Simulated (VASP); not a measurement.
# Ir (I4/mmm) in VASP: a series of runs

The runs below take Ir through single point, with LDA.

Program: VASP 6.6.1. These are calculated values, not measurements. Logs are shortened: lines on timing, memory, paths and dates and some standing lists are left out, and cuts for length are marked.

## Step 1: The cell of the first run

The structure is tetragonal, space group I4/mmm (No. 139). Conventional cell: a = 2.791 Å, b = 2.791 Å, c = 3.632 Å, α = 90.00°, β = 90.00°, γ = 90.00°. Ir (site symmetry 4/mmm) has 12 Ir at 2.68 to 2.79 Å within 3.5 Å.

## Step 2: Single point, LDA

INCAR reads:

```
PREC = Accurate ; ENCUT = 520
EDIFF = 1E-7 ; ISMEAR = 0
SIGMA = 0.15 ; LREAL = False
LASPH = True ; NELM = 80
ALGO = Normal ; ISIF = 2
LWAVE = False ; LCHARG = False
GGA = CA ; NBANDS = 10
```

KPOINTS reads:

```
Automatic mesh
0
Gamma
  8 8 8
```

POSCAR reads:

```
Ir
1.0
    0.0000000000      1.9738042925      1.8158999491
    1.9738042925      0.0000000000      1.8158999491
    1.9738042925      1.9738042925      0.0000000000
Ir
1
Direct
    0.0000000000      0.0000000000      0.0000000000
```

Potentials or basis: VASP PAW LDA potentials, release 64 (Ir).

Run with:

```console
$ cat potpaw_LDA.64/Ir/POTCAR > POTCAR
$ mpirun -np 1 vasp_std > vasp.out
```

OUTCAR:

```text
PREC = Accurate
   ENCUT = 520
   EDIFF = 1E-7
   ISMEAR = 0
   LREAL = False
   LASPH = True
   NELM = 80
   ISIF = 2
   GGA = CA

 ion  position               nearest neighbor table
   1  0.000  0.000  0.000-

  LATTYP: Found a body centered tetragonal cell.
 ALAT       =     2.7913807999
 C/A-ratio  =     1.3010764774

  Lattice vectors:

 A1 = (   0.0000000000,  -1.9738042925,  -1.8158999491)
 A2 = (   0.0000000000,   1.9738042925,  -1.8158999491)
 A3 = (   1.9738042925,   0.0000000000,   1.8158999491)

Analysis of symmetry for initial positions (statically):
=====================================================================
 Subroutine PRICEL returns:
 Original cell was already a primitive cell.

 Routine SETGRP: Setting up the symmetry group for a
 body centered tetragonal supercell.

 Subroutine GETGRP returns: Found 16 space group operations
 (whereof 16 operations were pure point group operations)
 out of a pool of 16 trial point group operations.

The static configuration has the point symmetry D_4h.

Analysis of symmetry for dynamics (positions and initial velocities):
=====================================================================
 Subroutine PRICEL returns:
 Original cell was already a primitive cell.

 Routine SETGRP: Setting up the symmetry group for a
 body centered tetragonal supercell.

 Subroutine GETGRP returns: Found 16 space group operations
 (whereof 16 operations were pure point group operations)
 out of a pool of 16 trial point group operations.

The dynamic configuration has the point symmetry D_4h.

 Subroutine INISYM returns: Found 16 space group operations
 (whereof 16 operations are pure point group operations),
 and found     1 'primitive' translations

----------------------------------------------------------------------------------------

                                     Primitive cell

  volume of cell :      14.1491

  direct lattice vectors                    reciprocal lattice vectors
     0.000000000  1.973804292  1.815899949    -0.253317921  0.253317921  0.275345566
     1.973804292  0.000000000  1.815899949     0.253317921 -0.253317921  0.275345566
     1.973804292  1.973804292  0.000000000     0.253317921  0.253317921 -0.275345566

  length of vectors
     2.682050710  2.682050710  2.791380800     0.451835279  0.451835279  0.451835279

  position of ions in fractional coordinates (direct lattice)
     0.000000000  0.000000000  0.000000000

  ion indices of the primitive-cell ions
   primitive index   ion index
                 1           1

----------------------------------------------------------------------------------------

 KPOINTS: Automatic mesh

Automatic generation of k-mesh.
 Grid dimensions read from file:
 generate k-points for:    8    8    8

 Generating k-lattice:

  Cartesian coordinates                     Fractional coordinates (reciprocal lattice)
    -0.031664740  0.031664740  0.034418196     0.125000000  0.000000000  0.000000000
     0.031664740 -0.031664740  0.034418196     0.000000000  0.125000000  0.000000000
     0.031664740  0.031664740 -0.034418196    -0.000000000 -0.000000000  0.125000000

  Length of vectors
     0.056479410  0.056479410  0.056479410

  Shift w.r.t. Gamma in fractional coordinates (k-lattice)
     0.000000000  0.000000000  0.000000000

 Subroutine IBZKPT returns following result:
 ===========================================

 Found     59 irreducible k-points:

 Following reciprocal coordinates:
            Coordinates               Weight
  0.000000  0.000000  0.000000      1.000000
  0.125000  0.000000  0.000000      8.000000
  0.250000  0.000000  0.000000      8.000000
  0.375000  0.000000  0.000000      8.000000
  0.500000  0.000000  0.000000      4.000000
  0.125000  0.125000  0.000000      2.000000
[... 16 lines left out ...]
  0.250000  0.000000  0.125000     16.000000
  0.375000 -0.000000  0.125000     16.000000
 [... further k-points ...]
   k-points           NKPTS =     59   k-points in BZ     NKDIM =     59   number of bands    NBANDS=     10
   number of dos      NEDOS =    301   number of ions     NIONS =      1
   total plane-waves  NPLWV =   9600
   dimension x,y,z NGX =    20 NGY =   20 NGZ =   24
   dimension x,y,z NGXF=    40 NGYF=   40 NGZF=   48
   ions per type =               1
   NGX,Y,Z   is equivalent  to a cutoff of  12.40, 12.40, 14.29 a.u.
   NGXF,Y,Z  is equivalent  to a cutoff of  24.79, 24.79, 28.59 a.u.
 SYSTEM =  unknown system
   PREC   = accura    normal or accurate (medium, high low for compatibility)
   ISTART =      0    job   : 0-new  1-cont  2-samecut
   ICHARG =      2    charge: 1-file 2-atom 10-const
   ISPIN  =      1    spin polarized calculation?
   LNONCOLLINEAR =      F non collinear calculations
   LSORBIT =      F    spin-orbit coupling
   LASPH  =      T    aspherical Exc in radial PAW
   ENCUT  =  520.0 eV  38.22 Ry    6.18 a.u.   4.99  4.99  5.19*2*pi/ulx,y,z
   NELM   =     80;   NELMIN=  2; NELMDL= -5     # of ELM steps
   EDIFF  = 0.1E-06   stopping-criterion for ELM
   LREAL  =      F    real-space projection
   EDIFFG = 0.1E-05   stopping-criterion for IOM
   NSW    =      0    number of steps for IOM
   IBRION =     -1    ionic relax: 0-MD 1-quasi-New 2-CG
   NFREE  =      0    steps in history (QN), initial steepest desc. (CG)
   ISIF   =      2    stress and relaxation
   ISYM   =      2    0-nonsym 1-usesym 2-fastsym
   POTIM  = 0.5000    time-step for ionic-motion
   TEBEG  =    0.0;   TEEND  =   0.0 temperature during run
   PSTRESS=    0.0 pullay stress
   NELECT =       9.0000    total number of electrons
   NUPDOWN=      -1.0000    fix difference up-down
   EMIN   =  10.00;   EMAX   =-10.00  energy-range for DOS
   EFERMI =   0.00;   METHOD = LEGACY
   ISMEAR =     0;   SIGMA  =   0.15  broadening in eV -4-tet -1-fermi 0-gaus
   EFERMI_NEDOS =   21; number of points for ismear=-14 and -15
   IALGO  =     38    algorithm
   IMIX   =      4    mixing-type and parameters
     AMIX     =   0.40;   BMIX     =  1.00
     AMIX_MAG =   1.60;   BMIX_MAG =  1.00
  volume/ion in A,a.u.               =      14.15        95.48
  Fermi-wavevector in a.u.,A,eV,Ry     =   1.407923  2.660589 26.970118  1.982248
  Thomas-Fermi vector in A             =   2.530133
   LORBIT       =      0    0 simple, 1 ext, 2 COOP (PROOUT), +10 PAW based schemes
   GGA     = CA    functional components
   LHFCALC =     F    Hartree Fock is set to
   AEXX    =    0.0000 exact exchange contribution
   IVDW    =     0    specifies the selected vdW correction
   LEPSILON=     F    determine dielectric tensor
   LRPA    =     F    only Hartree local field effects (RPA)
 non-spin polarized calculation
 Gauss-broadening in eV      SIGMA  =   0.15
  energy-cutoff  :      520.00
  volume of cell :       14.15
 maximum number of plane-waves:       402
   NGX =  9   NGY =  9   NGZ = 11

 number of electron       9.0000000 magnetization

 Free energy of the ion-electron system (eV)
  ---------------------------------------------------
  ext. energy  EPLUGINS =         0.00000000
  ---------------------------------------------------
  free energy    TOTEN  =       -10.18191970 eV

  energy without entropy =      -10.15934544  energy(sigma->0) =      -10.17063257

 E-fermi :  10.3293     XC(G=0): -14.1366

 val. band max:       10.3210713563   @ k =   0.5000   0.0000   0.3750
 cond. band min:      10.3310382900   @ k =   0.3750   0.3750   0.0000
 fundamental gap:      0.0099669337
 Fermi energy:        10.3293343161

 k-point     1 :       0.0000    0.0000    0.0000
  band No.  band energies     occupation
      1      -0.7961      2.00000
      2       6.1004      2.00000
      3       6.1004      2.00000
      4       7.1390      2.00000
      5       8.4003      2.00000
      6       9.7446      2.00000
      7      24.7694      0.00000
      8      29.3272      0.00000
      9      29.3272      0.00000
     10      32.1240      0.00000

 k-point     2 :       0.1250    0.0000    0.0000
  band No.  band energies     occupation
      1      -0.1213      2.00000
      2       5.9839      2.00000
      3       6.3377      2.00000
      4       7.1958      2.00000
      5       8.3724      2.00000
      6       9.5168      2.00000
      7      25.8560      0.00000
      8      27.6633      0.00000
      9      30.4179      0.00000
     10      32.1551      0.00000

 k-point     3 :       0.2500    0.0000    0.0000
  band No.  band energies     occupation
      1       1.4153      2.00000
      2       5.9160      2.00000
      3       6.3458      2.00000
      4       7.3868      2.00000
      5       9.1017      2.00000
      6       9.4971      2.00000
      7      24.2259      0.00000
      8      27.0549      0.00000
      9      33.2032      0.00000
     10      34.0708      0.00000

 k-point     4 :       0.3750    0.0000    0.0000
  band No.  band energies     occupation
      1       2.1851      2.00000
      2       5.9372      2.00000
      3       7.0973      2.00000
      4       7.6879      2.00000
      5      10.3455      0.87858
      6      10.6745      0.00114
      7      20.3062      0.00000
      8      24.9976      0.00000
      9      31.1987      0.00000
     10      32.5017      0.00000
[... 222 lines left out ...]
 k-point    22 :       0.1250    0.0000    0.1250
  band No.  band energies     occupation
      1       0.0586      2.00000
      2       5.5340      2.00000
      3       6.7109      2.00000
      4       7.5464      2.00000
      5       7.9029      2.00000
      6       9.7230      2.00000
      7      26.2323      0.00000
      8      28.6133      0.00000
      9      29.5401      0.00000
     10      32.0014      0.00000

 k-point    23 :       0.2500    0.0000    0.1250
  band No.  band energies     occupation
      1       1.3591      2.00000
      2       5.1458      2.00000
      3       6.6881      2.00000
      4       7.7056      2.00000
      5       8.4466      2.00000
      6       9.9260      1.99986
      7      26.2354      0.00000
      8      27.8637      0.00000
      9      30.3158      0.00000
     10      31.9571      0.00000

 k-point    24 :       0.3750   -0.0000    0.1250
  band No.  band energies     occupation
      1       2.5814      2.00000
      2       5.8156      2.00000
      3       5.9417      2.00000
      4       7.5617      2.00000
      5      10.4231      0.37677
      6      10.7184      0.00024
      7      22.0189      0.00000
      8      26.2870      0.00000
      9      30.2510      0.00000
     10      31.5512      0.00000

 [... further k-points ...]

------------------------ aborting loop because EDIFF is reached ----------------------------------------

  FORCE on cell =-STRESS in cart. coord.  units (eV):
  Direction    XX          YY          ZZ          XY          YZ          ZX
  --------------------------------------------------------------------------------------
  -------------------------------------------------------------------------------------
  Total       -1.0915672     -1.0915672      1.3479542      0.0000000      0.0000000      0.0000000
  in kB     -123.6035549   -123.6035549    152.6355257      0.0000000      0.0000000      0.0000000
  external PRESSURE =     -31.5238614 kB  Pullay stress =       0.0000000 kB

 VOLUME and BASIS-vectors are now :
 -----------------------------------------------------------------------------
  energy-cutoff  :      520.00
  volume of cell :       14.15
      direct lattice vectors                 reciprocal lattice vectors
     0.000000000  1.973804292  1.815899949    -0.253317921  0.253317921  0.275345566
     1.973804292  0.000000000  1.815899949     0.253317921 -0.253317921  0.275345566
     1.973804292  1.973804292  0.000000000     0.253317921  0.253317921 -0.275345566

 POSITION                                       TOTAL-FORCE (eV/Angst)
 -----------------------------------------------------------------------------------
      0.00000      0.00000      0.00000         0.000000      0.000000     -0.000000
 -----------------------------------------------------------------------------------
    total drift:                                0.000000     -0.000000     -0.000000

  FREE ENERGIE OF THE ION-ELECTRON SYSTEM (eV)
  ---------------------------------------------------
  free  energy   TOTEN  =       -10.1819196987 eV

  energy  without entropy=      -10.1593454353  energy(sigma->0) =      -10.17063257
```

Run time: 4.4 s. Hardware: 1 thread of AMD EPYC 9R45 (Zen 5), shared host; peak memory 0.1 GiB.

Results:

```yaml
Free_energy: -10.1819 eV
Pressure: -3.2 GPa
```

Caveat: spin-orbit coupling is left out, which moves the levels of the heavy elements.

(Part 1 of 4 ends here.)
